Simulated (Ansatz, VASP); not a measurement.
BiTe in VASP and in Ansatz

```
CELL_PARAMETERS angstrom
0.00000 3.33205 3.13795
3.33205 0.00000 3.13795
3.33205 3.33205 0.00000
ATOMIC_POSITIONS crystal
Bi 0.00000 0.00000 0.00000
Te 0.50000 0.50000 0.50000
```

Change from the starting cell: strain +0.030 along x and y, -0.030 along z, atoms carried along.

Alike in both runs: task single point; functional PBE; k mesh 14 × 14 × 14; occupations gaussian, width 0.15 eV; no spin polarisation.

```csv
,VASP,Ansatz
version,VASP 6.6.1,Ansatz 0.2.0
potentials or method,"VASP PAW PBE potentials, release 64 (Bi_d, Te), cutoff 520 eV","scalar-relativistic, plane waves, PAW"
valence electrons in the cell,21,31
```

|  | VASP | Ansatz | Ansatz less VASP |
| --- | --- | --- | --- |
| gap on the k mesh at the Fermi level (eV) | none | none | - |
| pressure (GPa) | -0.3 | -0.3 | +0.06 |
| traceless stress, the component that is largest in VASP (GPa) | 3.30 | 3.31 | +0.007 |

A gap of «none» marks a metal or a gap that the smearing closes. VASP's potentials hold 21 valence electrons a cell and Ansatz's 31, so a difference there can come from the potentials and not from the codes.

Neither program's run includes spin-orbit coupling.
